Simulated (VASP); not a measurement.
# Au (P6_3/mmc) in VASP: further runs

The runs below take Au through single point, with LDA, PBEsol.

Program: VASP 6.6.1. These are calculated values, not measurements. Logs are shortened: lines on timing, memory, paths and dates and some standing lists are left out, and cuts for length are marked.

## Step 1: The cell of the first run

Symmetry: P6_3/mmc, No. 194, hexagonal system. Conventional cell: a = 2.861 Å, b = 2.861 Å, c = 4.814 Å, α = 90.00°, β = 90.00°, γ = 120.00°. Within 3.8 Å of Au (site symmetry -6m2) lie 12 Au at 2.86 to 2.92 Å.

## Step 2: Single point, LDA (volume scaled by 0.96)

Input file INCAR:

```
  PREC = Accurate
  ENCUT = 520
  EDIFF = 1E-6
  ISMEAR = -1
  SIGMA = 0.05
  LREAL = False
  LASPH = True
  NELM = 100
  ALGO = Fast
  ISIF = 2
  LWAVE = False
  LCHARG = True
  LELF = True
  LVHAR = True
  NBANDS = 18
```

Input file KPOINTS:

```
regular mesh
0
Gamma
  11 11 6
```

Input file POSCAR:

```
Au
1.0
    2.8608060062      0.0000000000      0.0000000000
   -1.4304030031      2.4775306767      0.0000000000
    0.0000000000      0.0000000000      4.8140459691
Au
2
Direct
    0.6666666667      0.3333333333      0.2500000000
    0.3333333333      0.6666666667      0.7500000000
```

Potentials or basis: VASP PAW LDA potentials, release 64 (Au).

Started as:

```bash
> cat potpaw_LDA.64/Au/POTCAR > POTCAR
> mpirun -np 1 vasp_std > vasp.out
```

OUTCAR:

```text
PREC = Accurate
   ENCUT = 520
   EDIFF = 1E-6
   ISMEAR = -1
   LREAL = False
   LASPH = True
   NELM = 100
   ISIF = 2

 ion  position               nearest neighbor table
   1  0.667  0.333  0.250-   2 2.92   2 2.92   2 2.92   2 2.92   2 2.92   2 2.92
   2  0.333  0.667  0.750-   1 2.92   1 2.92   1 2.92   1 2.92   1 2.92   1 2.92

  LATTYP: Found a hexagonal cell.
 ALAT       =     2.8608060062
 C/A-ratio  =     1.6827586207

  Lattice vectors:

 A1 = (   2.8608060062,   0.0000000000,   0.0000000000)
 A2 = (  -1.4304030031,   2.4775306767,   0.0000000000)
 A3 = (   0.0000000000,   0.0000000000,   4.8140459691)

Analysis of symmetry for initial positions (statically):
=====================================================================
 Subroutine PRICEL returns:
 Original cell was already a primitive cell.

 Routine SETGRP: Setting up the symmetry group for a
 hexagonal supercell.

 Subroutine GETGRP returns: Found 24 space group operations
 (whereof 12 operations were pure point group operations)
 out of a pool of 24 trial point group operations.

The static configuration has the point symmetry D_3d.
 The point group associated with its full space group is D_6h.

Analysis of symmetry for dynamics (positions and initial velocities):
=====================================================================
 Subroutine PRICEL returns:
 Original cell was already a primitive cell.

 Routine SETGRP: Setting up the symmetry group for a
 hexagonal supercell.

 Subroutine GETGRP returns: Found 24 space group operations
 (whereof 12 operations were pure point group operations)
 out of a pool of 24 trial point group operations.

The dynamic configuration has the point symmetry D_3d.
 The point group associated with its full space group is D_6h.

 Subroutine INISYM returns: Found 24 space group operations
 (whereof 12 operations are pure point group operations),
 and found     1 'primitive' translations

----------------------------------------------------------------------------------------

                                     Primitive cell

  volume of cell :      34.1207

  direct lattice vectors                    reciprocal lattice vectors
     2.860806006  0.000000000  0.000000000     0.349551839  0.201813848  0.000000000
    -1.430403003  2.477530677  0.000000000     0.000000000  0.403627696  0.000000000
     0.000000000  0.000000000  4.814045969     0.000000000  0.000000000  0.207725478

  length of vectors
[... 81 lines left out ...]
   NELM   =    100;   NELMIN=  2; NELMDL= -5     # of ELM steps
   EDIFF  = 0.1E-05   stopping-criterion for ELM
   LREAL  =      F    real-space projection
   EDIFFG = 0.1E-04   stopping-criterion for IOM
   NSW    =      0    number of steps for IOM
   IBRION =     -1    ionic relax: 0-MD 1-quasi-New 2-CG
   NFREE  =      0    steps in history (QN), initial steepest desc. (CG)
   ISIF   =      2    stress and relaxation
   ISYM   =      2    0-nonsym 1-usesym 2-fastsym
   POTIM  = 0.5000    time-step for ionic-motion
   TEBEG  =    0.0;   TEEND  =   0.0 temperature during run
   PSTRESS=    0.0 pullay stress
   NELECT =      22.0000    total number of electrons
   NUPDOWN=      -1.0000    fix difference up-down
   EMIN   =  10.00;   EMAX   =-10.00  energy-range for DOS
   EFERMI =   0.00;   METHOD = LEGACY
   ISMEAR =    -1;   SIGMA  =   0.05  broadening in eV -4-tet -1-fermi 0-gaus
   EFERMI_NEDOS =   21; number of points for ismear=-14 and -15
   IALGO  =     68    algorithm
   IMIX   =      4    mixing-type and parameters
     AMIX     =   0.40;   BMIX     =  1.00
     AMIX_MAG =   1.60;   BMIX_MAG =  1.00
  volume/ion in A,a.u.               =      17.06       115.13
  Fermi-wavevector in a.u.,A,eV,Ry     =   1.414305  2.672649 27.215182  2.000259
  Thomas-Fermi vector in A             =   2.535861
   LORBIT       =      0    0 simple, 1 ext, 2 COOP (PROOUT), +10 PAW based schemes
   GGA     = CA    functional components
   LHFCALC =     F    Hartree Fock is set to
   AEXX    =    0.0000 exact exchange contribution
   IVDW    =     0    specifies the selected vdW correction
   LEPSILON=     F    determine dielectric tensor
   LRPA    =     F    only Hartree local field effects (RPA)
 non-spin polarized calculation
 RMM-DIIS sequential band-by-band and
  energy-cutoff  :      520.00
  volume of cell :       34.12
 maximum number of plane-waves:       934
 NGX is ok and might be reduce to    24
   NGX = 11   NGY = 11   NGZ = 17

 number of electron      22.0000002 magnetization

 Free energy of the ion-electron system (eV)
  ---------------------------------------------------
  ext. energy  EPLUGINS =         0.00000000
  ---------------------------------------------------
  free energy    TOTEN  =        -8.87045944 eV

  energy without entropy =       -8.86181495  energy(sigma->0) =       -8.86613719

 E-fermi :   9.2156     XC(G=0): -12.9762

 val. band max:        9.1145282644   @ k =   0.3636   0.0909   0.5000
 cond. band min:       9.2197319761   @ k =   0.1818   0.1818   0.3333
 fundamental gap:      0.1052037117
 Fermi energy:         9.2156135878

 k-point     1 :       0.0000    0.0000    0.0000
  band No.  band energies     occupation
      1      -0.6383      2.00000
      2       1.8249      2.00000
      3       4.3640      2.00000
      4       4.6688      2.00000
      5       4.6688      2.00000
      6       4.9804      2.00000
[... 481 lines left out ...]
      5       4.4579      2.00000
      6       4.9114      2.00000
[... 10 lines left out ...]
     17      25.3445      0.00000
     18      26.7281      0.00000

 [... further k-points ...]

------------------------ aborting loop because EDIFF is reached ----------------------------------------

  FORCE on cell =-STRESS in cart. coord.  units (eV):
  Direction    XX          YY          ZZ          XY          YZ          ZX
  --------------------------------------------------------------------------------------
  -------------------------------------------------------------------------------------
  Total       -0.8740950     -0.8740950     -1.0624611      0.0000000     -0.0000000      0.0000000
  in kB      -41.0441759    -41.0441759    -49.8891328      0.0000000     -0.0000000      0.0000000
  external PRESSURE =     -43.9924949 kB  Pullay stress =       0.0000000 kB

 VOLUME and BASIS-vectors are now :
 -----------------------------------------------------------------------------
  energy-cutoff  :      520.00
  volume of cell :       34.12
      direct lattice vectors                 reciprocal lattice vectors
     2.860806006  0.000000000  0.000000000     0.349551839  0.201813848  0.000000000
    -1.430403003  2.477530677  0.000000000     0.000000000  0.403627696  0.000000000
     0.000000000  0.000000000  4.814045969     0.000000000  0.000000000  0.207725478

 POSITION                                       TOTAL-FORCE (eV/Angst)
 -----------------------------------------------------------------------------------
      1.43040      0.82584      1.20351         0.000000     -0.000000      0.000000
     -0.00000      1.65169      3.61053        -0.000000      0.000000      0.000000
 -----------------------------------------------------------------------------------
    total drift:                               -0.000000      0.000000     -0.000000

  FREE ENERGIE OF THE ION-ELECTRON SYSTEM (eV)
  ---------------------------------------------------
  free  energy   TOTEN  =        -8.8704594353 eV

  energy  without entropy=       -8.8618149501  energy(sigma->0) =       -8.86613719
```

stdout:

```text
POSCAR found type information on POSCAR Au
 POSCAR found :  1 types and       2 ions
 scaLAPACK will be used
 LDA part: xc-table for (Slater(with rela. corr.)+CA(PZ))
 , standard interpolation
 POSCAR, INCAR and KPOINTS ok, starting setup
 FFT: planning ... GRIDC
 FFT: planning ... GRID_SOFT
 FFT: planning ... GRID
 WAVECAR not read
 entering main loop
```

It took 27 s on 1 thread of Intel Xeon 6975P-C, shared host; peak memory 0.16 GiB.

Results:

```
Free energy            : -8.8705 eV
Pressure               : -4.4 GPa
Band gap on the k mesh : zero (band 11 reaches 13.00 eV, above the bottom of band 12 at 6.60 eV)
```

Caveat: spin-orbit coupling is left out, which moves the levels of the heavy elements.

## Step 3: Single point, LDA (volume scaled by 0.98)

Input file INCAR:

```
SYSTEM = Au
PREC = Accurate
ENCUT = 520
EDIFF = 1E-6
ISMEAR = -1
SIGMA = 0.05
LREAL = .False.
LASPH = .True.
NELM = 60
ALGO = Normal
ISIF = 2
LWAVE = .False.
LCHARG = .False.
GGA = CA
NBANDS = 18
```

Input file KPOINTS:

```
Automatic mesh
0
Gamma
  11 11 6
  0 0 0
```

Input file POSCAR:

```
Au
1.0
    2.8805363263      0.0000000000      0.0000000000
   -1.4402681631      2.4946176351      0.0000000000
    0.0000000000      0.0000000000      4.8472473353
Au
2
Direct
    0.6666666667      0.3333333333      0.2500000000
    0.3333333333      0.6666666667      0.7500000000
```

Potentials or basis: VASP PAW LDA potentials, release 64 (Au).

Started as:

```bash
> cat potpaw_LDA.64/Au/POTCAR > POTCAR
> mpirun -np 1 vasp_std > vasp.out
```

Run time: 24 s. Hardware: 1 thread of Intel Xeon 6975P-C, shared host; peak memory 0.16 GiB.

It converged, with:

```
Free energy            : -8.8439 eV
Pressure               : -7.6 GPa
Band gap on the k mesh : zero (band 11 reaches 12.58 eV, above the bottom of band 12 at 6.30 eV)
```

Stress tensor (GPa, compression positive):
```
-7.47  0.00  0.00
 0.00 -7.47  0.00
 0.00  0.00 -8.01
```

Levels at points of the mesh, in eV from the Fermi level:
```csv
k point,band 9,band 10,band 11,band 12,band 13,band 14
"(0.00, 0.00, 0.00)",-3.45,-2.12,-2.12,-1.06,2.57,14.63
"(0.00, 0.00, 0.50)",-2.57,-2.57,-2.57,-2.57,10.46,10.46
```

Caveat: spin-orbit coupling is left out, which moves the levels of the heavy elements.

## Step 4: Single point, PBEsol (volume scaled by 0.98)

Input file INCAR:

```
SYSTEM = Au
ALGO     = Normal         ! electronic algorithm
EDIFF    = 1E-6           ! SCF threshold, eV
ENCUT    = 520            ! plane-wave cutoff, eV
GGA      = PS             ! functional
ISIF     = 2              ! what is computed and relaxed
ISMEAR   = -1             ! smearing method
LASPH    = .True.         ! aspherical terms in the spheres
LCHARG   = .False.        ! write CHGCAR
LREAL    = .False.        ! projectors in reciprocal space
LWAVE    = .False.        ! write WAVECAR
NBANDS   = 18             ! bands
NELM     = 60             ! most SCF steps
PREC     = Accurate       ! precision mode
SIGMA    = 0.05           ! smearing width, eV
```

Input file KPOINTS:

```
k-points
0
Gamma
  11 11 6
  0 0 0
```

POSCAR is that of step 3.

Potentials or basis: VASP PAW PBE potentials, release 64 (Au).

Started as:

```bash
> cat potpaw_PBE.64/Au/POTCAR > POTCAR
> mpirun -np 1 vasp_std > vasp.out
```

OUTCAR:

```text
SYSTEM = Au
   EDIFF = 1E-6
   ENCUT = 520
   GGA = PS
   ISIF = 2
   ISMEAR = -1
   LASPH = .True.
   LREAL = .False.
   NELM = 60
   PREC = Accurate

 ion  position               nearest neighbor table
   1  0.667  0.333  0.250-   2 2.94   2 2.94   2 2.94   2 2.94   2 2.94   2 2.94
   2  0.333  0.667  0.750-   1 2.94   1 2.94   1 2.94   1 2.94   1 2.94   1 2.94

  LATTYP: Found a hexagonal cell.
 ALAT       =     2.8805363263
 C/A-ratio  =     1.6827586207

  Lattice vectors:

[... 693 lines left out ...]
------------------------ aborting loop because EDIFF is reached ----------------------------------------

  FORCE on cell =-STRESS in cart. coord.  units (eV):
  Direction    XX          YY          ZZ          XY          YZ          ZX
  --------------------------------------------------------------------------------------
  -------------------------------------------------------------------------------------
  Total       -0.7740224     -0.7740224     -0.9465138     -0.0000000      0.0000000      0.0000000
  in kB      -35.6034111    -35.6034111    -43.5376535     -0.0000000      0.0000000      0.0000000
  external PRESSURE =     -38.2481585 kB  Pullay stress =       0.0000000 kB

 VOLUME and BASIS-vectors are now :
 -----------------------------------------------------------------------------
  energy-cutoff  :      520.00
  volume of cell :       34.83
      direct lattice vectors                 reciprocal lattice vectors
     2.880536326  0.000000000  0.000000000     0.347157573  0.200431518  0.000000000
    -1.440268163  2.494617635  0.000000000     0.000000000  0.400863036  0.000000000
     0.000000000  0.000000000  4.847247335     0.000000000  0.000000000  0.206302656

 POSITION                                       TOTAL-FORCE (eV/Angst)
 -----------------------------------------------------------------------------------
      1.44027      0.83154      1.21181        -0.000000      0.000000      0.000000
     -0.00000      1.66308      3.63544         0.000000     -0.000000      0.000000
 -----------------------------------------------------------------------------------
    total drift:                               -0.000000      0.000000     -0.000000

  FREE ENERGIE OF THE ION-ELECTRON SYSTEM (eV)
  ---------------------------------------------------
  free  energy   TOTEN  =        -7.8299442152 eV

  energy  without entropy=       -7.8212998505  energy(sigma->0) =       -7.82562203
```

OSZICAR:

```text
N       E                     dE             d eps       ncg     rms          rms(c)
DAV:   1     0.121681685661E+03    0.12168E+03   -0.11641E+04  2304   0.118E+03
DAV:   2    -0.644631080483E+01   -0.12813E+03   -0.12223E+03  2448   0.261E+02
DAV:   3    -0.850221043078E+01   -0.20559E+01   -0.20450E+01  2712   0.330E+01
DAV:   4    -0.851113019094E+01   -0.89198E-02   -0.89183E-02  2580   0.229E+00
DAV:   5    -0.851120950201E+01   -0.79311E-04   -0.79309E-04  2574   0.231E-01    0.127E+01
DAV:   6    -0.787654338344E+01    0.63467E+00   -0.12024E+00  2382   0.100E+01    0.794E+00
DAV:   7    -0.783534474636E+01    0.41199E-01   -0.10833E-01  2546   0.295E+00    0.351E+00
DAV:   8    -0.782997048091E+01    0.53743E-02   -0.86697E-03  2430   0.784E-01    0.420E-01
DAV:   9    -0.782993607479E+01    0.34406E-04   -0.46278E-05  2596   0.597E-02    0.209E-02
DAV:  10    -0.782994419645E+01   -0.81217E-05   -0.20983E-06  2342   0.141E-02    0.530E-03
DAV:  11    -0.782994421523E+01   -0.18777E-07   -0.22253E-07  1262   0.382E-03
   1 F= -.78299442E+01 E0= -.78256220E+01  d E =-.864436E-02
```

Wall time 27 s (1 thread of Intel Xeon 6975P-C, shared host); peak memory 0.18 GiB.

What came out:

```yaml
Free_energy: -7.8299 eV
Pressure: -3.8 GPa
Band_gap_on_the_k_mesh: zero (band 11 reaches 12.58 eV, above the bottom of band 12 at 6.32 eV)
```

Stress tensor (GPa, compression positive):
```
-3.56  0.00  0.00
 0.00 -3.56  0.00
 0.00  0.00 -4.35
```

Caveat: the PAW data sets were made with another functional, which shifts forces and pressure a little; spin-orbit coupling is left out, which moves the levels of the heavy elements.

(Continued in part 2 of 2.)
